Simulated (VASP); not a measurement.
# Si (a cell with a defect) in VASP: further runs

Si (a cell with a defect) is run at these levels: PBEsol; tasks: single point.

Program: VASP 6.6.1. These are calculated values, not measurements. Logs are shortened: lines on timing, memory, paths and dates and some standing lists are left out, and cuts for length are marked.

### 1 The cell of the first run

The cell holds a defect, 17 atoms: a = 7.679 Å, b = 7.679 Å, c = 7.679 Å, α = 60.00°, β = 60.00°, γ = 60.00°.

### 2 Single point, PBEsol

Input file INCAR:

```
SYSTEM = Si
PREC = Accurate ; ENCUT = 520
EDIFF = 1E-7 ; ISMEAR = 0
SIGMA = 0.02 ; LREAL = Auto
LASPH = .True. ; NELM = 60
ALGO = Normal ; ISIF = 2
LWAVE = .False. ; LCHARG = .True.
GGA = PS ; LELF = .True.
LVHAR = .True. ; NBANDS = 48
```

Input file KPOINTS:

```
regular mesh
0
Gamma
  2 2 2
  0 0 0
```

Input file POSCAR:

```
Si
1.0
    0.0000000000      5.4300000000      5.4300000000
    5.4300000000      0.0000000000      5.4300000000
    5.4300000000      5.4300000000      0.0000000000
Si
17
Direct
   -0.0253545120     -0.0254740331      0.0763808471
    0.1317818600      0.1318371087      0.1283161142
    0.0180117864      0.0182302026      0.5026443831
    0.1019506446      0.1018931860      0.6943570902
    0.0080053407      0.5030753223     -0.0140738490
    0.1318198895      0.6081414365      0.1282880295
    0.0180634438      0.4612000921      0.5026155617
    0.1388871087      0.6239580110      0.6132944751
    0.5030423573      0.0080718232     -0.0139672192
    0.6082686924      0.1317302026      0.1283952118
    0.4612940147      0.0180697053      0.5027279006
    0.6239144567      0.1389164825      0.6133829650
    0.5030792818      0.5029720994     -0.0139947514
    0.6371581031      0.6372094843      0.0885481584
    0.5127779006      0.5128082873      0.4617219153
    0.6239357274      0.6239053407      0.6133593002
    0.8353449355      0.8351812155      0.4943675875
```

Potentials or basis: VASP PAW PBE potentials, release 64 (Si).

Started as:

```bash
$ cat potpaw_PBE.64/Si/POTCAR > POTCAR
$ mpirun -np 1 vasp_std > vasp.out
```

OUTCAR:

```text
SYSTEM = Si
   PREC = Accurate
   ENCUT = 520
   EDIFF = 1E-7
   ISMEAR = 0
   LREAL = Auto
   LASPH = .True.
   NELM = 60
   ISIF = 2
   GGA = PS

 ion  position               nearest neighbor table
   1  0.975  0.975  0.076-  10 2.34   2 2.34   6 2.34   4 2.40  17 2.62
   2  0.132  0.132  0.128-   5 2.33   9 2.33   1 2.34   3 2.35
   3  0.018  0.018  0.503-   4 2.30   2 2.35  17 2.47  12 2.48   8 2.48
   4  0.102  0.102  0.694-   7 2.30   3 2.30  11 2.30   1 2.40
   5  0.008  0.503  0.986-  14 2.33   2 2.33   6 2.33   8 2.34
   6  0.132  0.608  0.128-   5 2.33  13 2.33   1 2.34   7 2.35
   7  0.018  0.461  0.503-   4 2.30   6 2.35  17 2.47  16 2.48   8 2.48
   8  0.139  0.624  0.613-   5 2.34  15 2.35  17 2.40   7 2.48   3 2.48
   9  0.503  0.008  0.986-  14 2.33  10 2.33   2 2.33  12 2.34
  10  0.608  0.132  0.128-  13 2.33   9 2.33   1 2.34  11 2.35
  11  0.461  0.018  0.503-   4 2.30  10 2.35  17 2.47  12 2.48  16 2.48
  12  0.624  0.139  0.613-   9 2.34  15 2.35  17 2.40   3 2.48  11 2.48
  13  0.503  0.503  0.986-  14 2.33  10 2.33   6 2.33  16 2.34
  14  0.637  0.637  0.089-   5 2.33  13 2.33   9 2.33  15 2.34
  15  0.513  0.513  0.462-  14 2.34   8 2.35  16 2.35  12 2.35
  16  0.624  0.624  0.613-  13 2.34  15 2.35  17 2.40   7 2.48  11 2.48
  17  0.835  0.835  0.494-   8 2.40  16 2.40  12 2.40   7 2.47   3 2.47  11 2.47   1 2.62

  LATTYP: Found a face centered cubic cell.
 ALAT       =    10.8600000000

  Lattice vectors:

 A1 = (   0.0000000000,   5.4300000000,   5.4300000000)
 A2 = (   5.4300000000,   0.0000000000,   5.4300000000)
 A3 = (   5.4300000000,   5.4300000000,   0.0000000000)

Analysis of symmetry for initial positions (statically):
=====================================================================
 Subroutine PRICEL returns:
 Original cell was already a primitive cell.

 Routine SETGRP: Setting up the symmetry group for a
 face centered cubic supercell.

 Subroutine GETGRP returns: Found  1 space group operations
 (whereof  1 operations were pure point group operations)
 out of a pool of 48 trial point group operations.

The static configuration has the point symmetry C_1 .

Analysis of symmetry for dynamics (positions and initial velocities):
=====================================================================
 Subroutine PRICEL returns:
 Original cell was already a primitive cell.

 Routine SETGRP: Setting up the symmetry group for a
 face centered cubic supercell.

 Subroutine GETGRP returns: Found  1 space group operations
 (whereof  1 operations were pure point group operations)
 out of a pool of 48 trial point group operations.

The dynamic configuration has the point symmetry C_1 .

 Subroutine INISYM returns: Found  1 space group operations
 (whereof  1 operations are pure point group operations),
 and found     1 'primitive' translations

----------------------------------------------------------------------------------------

                                     Primitive cell

  volume of cell :     320.2060

  direct lattice vectors                    reciprocal lattice vectors
     0.000000000  5.430000000  5.430000000    -0.092081031  0.092081031  0.092081031
     5.430000000  0.000000000  5.430000000     0.092081031 -0.092081031  0.092081031
     5.430000000  5.430000000  0.000000000     0.092081031  0.092081031 -0.092081031

  length of vectors
     7.679179644  7.679179644  7.679179644     0.159489025  0.159489025  0.159489025

  position of ions in fractional coordinates (direct lattice)
     0.974645488  0.974525967  0.076380847
     0.131781860  0.131837109  0.128316114
     0.018011786  0.018230203  0.502644383
     0.101950645  0.101893186  0.694357090
     0.008005341  0.503075322  0.985926151
     0.131819890  0.608141436  0.128288029
[... 9 lines left out ...]
     0.623935727  0.623905341  0.613359300
     0.835344935  0.835181216  0.494367588

  ion indices of the primitive-cell ions
   primitive index   ion index
                 1           1
                 2           2
                 3           3
                 4           4
                 5           5
                 6           6
[... 9 lines left out ...]
                16          16
                17          17

----------------------------------------------------------------------------------------

 KPOINTS: regular mesh

Automatic generation of k-mesh.
 Grid dimensions read from file:
 generate k-points for:    2    2    2

 Generating k-lattice:

  Cartesian coordinates                     Fractional coordinates (reciprocal lattice)
    -0.046040516  0.046040516  0.046040516     0.500000000  0.000000000  0.000000000
     0.046040516 -0.046040516  0.046040516     0.000000000  0.500000000  0.000000000
     0.046040516  0.046040516 -0.046040516     0.000000000  0.000000000  0.500000000

  Length of vectors
     0.079744512  0.079744512  0.079744512

  Shift w.r.t. Gamma in fractional coordinates (k-lattice)
     0.000000000  0.000000000  0.000000000

 Subroutine IBZKPT returns following result:
 ===========================================

 Found      8 irreducible k-points:

 Following reciprocal coordinates:
            Coordinates               Weight
  0.000000  0.000000  0.000000      1.000000
  0.500000  0.000000  0.000000      1.000000
  0.000000  0.500000  0.000000      1.000000
  0.000000  0.000000  0.500000      1.000000
  0.500000  0.500000  0.500000      1.000000
  0.500000  0.500000  0.000000      1.000000
  0.000000  0.500000  0.500000      1.000000
  0.500000  0.000000  0.500000      1.000000
   k-points           NKPTS =      8   k-points in BZ     NKDIM =      8   number of bands    NBANDS=     48
   number of dos      NEDOS =    301   number of ions     NIONS =     17
   total plane-waves  NPLWV = 216000
   dimension x,y,z NGX =    60 NGY =   60 NGZ =   60
   dimension x,y,z NGXF=   120 NGYF=  120 NGZF=  120
   ions per type =              17
   NGX,Y,Z   is equivalent  to a cutoff of  12.99, 12.99, 12.99 a.u.
   NGXF,Y,Z  is equivalent  to a cutoff of  25.98, 25.98, 25.98 a.u.
 SYSTEM =  Si
   PREC   = accura    normal or accurate (medium, high low for compatibility)
   ISTART =      0    job   : 0-new  1-cont  2-samecut
   ICHARG =      2    charge: 1-file 2-atom 10-const
   ISPIN  =      1    spin polarized calculation?
   LNONCOLLINEAR =      F non collinear calculations
   LSORBIT =      F    spin-orbit coupling
   LASPH  =      T    aspherical Exc in radial PAW
   ENCUT  =  520.0 eV  38.22 Ry    6.18 a.u.  14.28 14.28 14.28*2*pi/ulx,y,z
   NELM   =     60;   NELMIN=  2; NELMDL= -5     # of ELM steps
   EDIFF  = 0.1E-06   stopping-criterion for ELM
   LREAL  =      T    real-space projection
   EDIFFG = 0.1E-05   stopping-criterion for IOM
   NSW    =      0    number of steps for IOM
   IBRION =     -1    ionic relax: 0-MD 1-quasi-New 2-CG
   NFREE  =      0    steps in history (QN), initial steepest desc. (CG)
   ISIF   =      2    stress and relaxation
   ISYM   =      2    0-nonsym 1-usesym 2-fastsym
   POTIM  = 0.5000    time-step for ionic-motion
   TEBEG  =    0.0;   TEEND  =   0.0 temperature during run
   PSTRESS=    0.0 pullay stress
   NELECT =      68.0000    total number of electrons
   NUPDOWN=      -1.0000    fix difference up-down
   EMIN   =  10.00;   EMAX   =-10.00  energy-range for DOS
   EFERMI =   0.00;   METHOD = LEGACY
   ISMEAR =     0;   SIGMA  =   0.02  broadening in eV -4-tet -1-fermi 0-gaus
   EFERMI_NEDOS =   21; number of points for ismear=-14 and -15
   IALGO  =     38    algorithm
   IMIX   =      4    mixing-type and parameters
     AMIX     =   0.40;   BMIX     =  1.00
     AMIX_MAG =   1.60;   BMIX_MAG =  1.00
  volume/ion in A,a.u.               =      18.84       127.11
  Fermi-wavevector in a.u.,A,eV,Ry     =   0.976715  1.845724 12.979587  0.953973
  Thomas-Fermi vector in A             =   2.107356
   LORBIT       =      0    0 simple, 1 ext, 2 COOP (PROOUT), +10 PAW based schemes
   GGA     = PS    functional components
   LHFCALC =     F    Hartree Fock is set to
   AEXX    =    0.0000 exact exchange contribution
   IVDW    =     0    specifies the selected vdW correction
   LEPSILON=     F    determine dielectric tensor
   LRPA    =     F    only Hartree local field effects (RPA)
 non-spin polarized calculation
 Gauss-broadening in eV      SIGMA  =   0.02
  energy-cutoff  :      520.00
  volume of cell :      320.21
 maximum number of plane-waves:      8646
 NGX is ok and might be reduce to    60
   NGX = 29   NGY = 29   NGZ = 29

 number of electron      67.9999999 magnetization

 Free energy of the ion-electron system (eV)
  ---------------------------------------------------
  ext. energy  EPLUGINS =         0.00000000
  ---------------------------------------------------
  free energy    TOTEN  =       -93.66166664 eV

  energy without entropy =      -93.65780561  energy(sigma->0) =      -93.65973613

 E-fermi :   6.6547     XC(G=0):  -9.8263

 val. band max:        6.6044236561   @ k =   0.0000   0.0000   0.0000
 cond. band min:       6.6606859678   @ k =   0.0000   0.5000   0.5000
 fundamental gap:      0.0562623117
 Fermi energy:         6.6546821812

 k-point     1 :       0.0000    0.0000    0.0000
  band No.  band energies     occupation
      1      -6.2940      2.00000
      2      -3.9078      2.00000
      3      -3.6428      2.00000
      4      -3.6426      2.00000
      5      -3.4527      2.00000
      6      -2.7734      2.00000
[... 38 lines left out ...]
     45       8.3563      0.00000
     46       8.7944      0.00000

 k-point     2 :       0.5000    0.0000    0.0000
  band No.  band energies     occupation
      1      -5.8269      2.00000
      2      -5.0474      2.00000
      3      -3.6594      2.00000
      4      -3.4454      2.00000
      5      -3.2567      2.00000
      6      -3.0608      2.00000
[... 286 lines left out ...]
 k-point     8 :       0.5000    0.0000    0.5000
  band No.  band energies     occupation
      1      -5.6943      2.00000
      2      -4.7674      2.00000
      3      -4.0972      2.00000
      4      -3.9008      2.00000
      5      -3.8512      2.00000
      6      -3.6913      2.00000
[... 38 lines left out ...]
     45      10.1749      0.00000
     46      10.3002      0.00000
 [bands above 46 left out]

------------------------ aborting loop because EDIFF is reached ----------------------------------------

  FORCE on cell =-STRESS in cart. coord.  units (eV):
  Direction    XX          YY          ZZ          XY          YZ          ZX
  --------------------------------------------------------------------------------------
  -------------------------------------------------------------------------------------
  Total        4.8232505      4.8531625      4.8321467     -1.1106550      1.1146128      1.0985989
  in kB       24.1335335     24.2832008     24.1780464     -5.5572543      5.5770573      5.4969306
  external PRESSURE =      24.1982602 kB  Pullay stress =       0.0000000 kB

 VOLUME and BASIS-vectors are now :
 -----------------------------------------------------------------------------
  energy-cutoff  :      520.00
  volume of cell :      320.21
      direct lattice vectors                 reciprocal lattice vectors
     0.000000000  5.430000000  5.430000000    -0.092081031  0.092081031  0.092081031
     5.430000000  0.000000000  5.430000000     0.092081031 -0.092081031  0.092081031
     5.430000000  5.430000000  0.000000000     0.092081031  0.092081031 -0.092081031

 POSITION                                       TOTAL-FORCE (eV/Angst)
 -----------------------------------------------------------------------------------
      5.70642      5.70707     10.58400         0.005542      0.005748     -0.005842
      1.41263      1.41233      1.43145         0.005587      0.005157      0.022951
      2.82835      2.82716      0.19679         0.011347      0.014440      0.012283
      4.32364      4.32395      1.10687         0.016254      0.016463     -0.016330
      8.08528      5.39705      2.77517         0.005269     -0.014573     -0.004973
      3.99881      1.41239      4.01799        -0.022501      0.005183     -0.005206
[... 9 lines left out ...]
      6.71835      6.71851      6.77578         0.004303      0.002610      0.011927
      7.21945      7.22034      9.07096        -0.042638     -0.046028      0.043476
 -----------------------------------------------------------------------------------
    total drift:                               -0.006927     -0.005311      0.004220

  FREE ENERGIE OF THE ION-ELECTRON SYSTEM (eV)
  ---------------------------------------------------
  free  energy   TOTEN  =       -93.6616666428 eV

  energy  without entropy=      -93.6578056145  energy(sigma->0) =      -93.65973613
```

Run time: 3.5 min. Hardware: 1 thread of Intel Xeon Platinum 8488C (Sapphire Rapids), shared host; peak memory 0.46 GiB.

What came out:

```yaml
Free_energy: -93.6617 eV
Pressure: 2.4 GPa
Largest_force: 0.076 eV/Å
Band_gap_on_the_k_mesh: zero (bands 34 and 35 overlap by 0.06 eV)
```

Forces on the atoms (eV/Å):
```
Si   0.006  0.006 -0.006
Si   0.006  0.005  0.023
Si   0.011  0.014  0.012
Si   0.016  0.016 -0.016
Si   0.005 -0.015 -0.005
Si  -0.023  0.005 -0.005
Si  -0.012  0.014 -0.012
Si   0.003 -0.010 -0.003
Si  -0.016  0.005 -0.005
Si   0.006 -0.024 -0.005
Si   0.012 -0.012 -0.013
Si  -0.012  0.003 -0.004
Si   0.006  0.005  0.016
Si   0.020  0.019 -0.020
Si   0.011  0.011 -0.011
Si   0.004  0.003  0.012
Si  -0.043 -0.046  0.043
```

Stress tensor (GPa, compression positive):
```
 2.41 -0.56  0.55
-0.56  2.43  0.56
 0.55  0.56  2.42
```

Caveat: the k points lie up to 0.50 Å⁻¹ apart; the PAW data sets were made with another functional, which shifts forces and pressure a little.

### 3 Single point, PBEsol

Input file INCAR:

```
ALGO = Normal
EDIFF = 1E-6
ENCUT = 520
GGA = PS
ISIF = 2
ISMEAR = 0
LASPH = True
LCHARG = True
LELF = True
LREAL = Auto
LVHAR = True
LWAVE = False
NBANDS = 48
NELM = 60
PREC = Accurate
SIGMA = 0.02
```

Input file KPOINTS:

```
k-points
0
Gamma
  2 2 2
```

Input file POSCAR:

```
Si
1.0
    0.0000000000      5.4300000000      5.4300000000
    5.4300000000      0.0000000000      5.4300000000
    5.4300000000      5.4300000000      0.0000000000
Si
17
Direct
   -0.0111042357     -0.0110276243      0.0332893186
    0.1210930939      0.1212989871      0.1395457643
    0.0002992634      0.0004134438      0.5120583794
    0.1130723757      0.1132075506      0.6606812155
    0.0166946593      0.4925513812     -0.0016570902
    0.1211598527      0.6181854512      0.1395110497
    0.0002995396      0.4874063536      0.5120347145
    0.1638279926      0.6061788214      0.6238655617
    0.4923604052      0.0169235727     -0.0015948435
    0.6181168508      0.1212706262      0.1395639963
    0.4872616943      0.0004095764      0.5120734807
    0.6060569061      0.1640421731      0.6239268877
    0.4924318600      0.4925228361     -0.0016335175
    0.6499664825      0.6501850829      0.0498996317
    0.5227364641      0.5229219153      0.4316346225
    0.6061665746      0.6061350829      0.6238894107
    0.7883305709      0.7886570902      0.6346705341
```

Potentials or basis: VASP PAW PBE potentials, release 64 (Si).

Started as:

```bash
$ cat potpaw_PBE.64/Si/POTCAR > POTCAR
$ mpirun -np 1 vasp_std > vasp.out
```

Run time: 2.6 min. Hardware: 1 thread of Intel Xeon Platinum 8488C (Sapphire Rapids), shared host; peak memory 0.46 GiB.

Results (log left out):

```yaml
Free_energy: -93.6646 eV
Pressure: 2.4 GPa
Largest_force: 0.054 eV/Å
Band_gap_on_the_k_mesh: zero (bands 34 and 35 overlap by 0.07 eV)
```

Forces on the atoms (eV/Å):
```
Si  -0.006 -0.006  0.006
Si   0.009  0.010  0.009
Si  -0.004 -0.004 -0.019
Si  -0.014 -0.014  0.015
Si   0.000 -0.005  0.000
Si  -0.008  0.010 -0.009
Si   0.019 -0.004  0.004
Si  -0.004  0.004  0.006
Si  -0.005  0.000  0.000
Si   0.010 -0.009 -0.010
Si  -0.004  0.018  0.004
Si   0.004 -0.005  0.005
Si   0.000  0.000  0.005
Si  -0.011 -0.011  0.010
Si  -0.011 -0.012  0.011
Si  -0.004 -0.006 -0.004
Si   0.029  0.033 -0.032
```

Stress tensor (GPa, compression positive):
```
 2.43 -0.51  0.51
-0.51  2.44  0.51
 0.51  0.51  2.44
```

Levels at points of the mesh, in eV from the Fermi level:
```
           k point  band 30  band 31  band 32  band 33  band 34  band 35  band 36  band 37  band 38  band 39
(0.00, 0.00, 0.00)    -1.38    -1.11    -0.65    -0.65    -0.43    -0.07    -0.07     0.24     0.24     0.80
(0.50, 0.00, 0.00)    -1.39    -1.32    -1.28    -0.81    -0.17     0.21     0.68     0.91     1.03     1.32
(0.00, 0.50, 0.00)    -1.39    -1.32    -1.28    -0.81    -0.16     0.21     0.68     0.91     1.03     1.32
(0.00, 0.00, 0.50)    -1.30    -1.30    -1.23    -1.23    -0.25     0.36     0.36     1.18     1.18     1.22
(0.50, 0.50, 0.50)    -1.39    -1.32    -1.28    -0.81    -0.17     0.21     0.68     0.91     1.03     1.32
(0.50, 0.50, 0.00)    -1.88    -1.82    -1.64    -0.73     0.01     0.40     1.30     1.47     1.58     1.91
(0.00, 0.50, 0.50)    -1.88    -1.82    -1.64    -0.73     0.01     0.40     1.30     1.47     1.58     1.91
(0.50, 0.00, 0.50)    -1.88    -1.82    -1.64    -0.73     0.01     0.40     1.30     1.47     1.58     1.91
```

Caveat: the k points lie up to 0.50 Å⁻¹ apart; the PAW data sets were made with another functional, which shifts forces and pressure a little.

The gap in the log of VASP goes by the Fermi energy; the results here count the filled bands.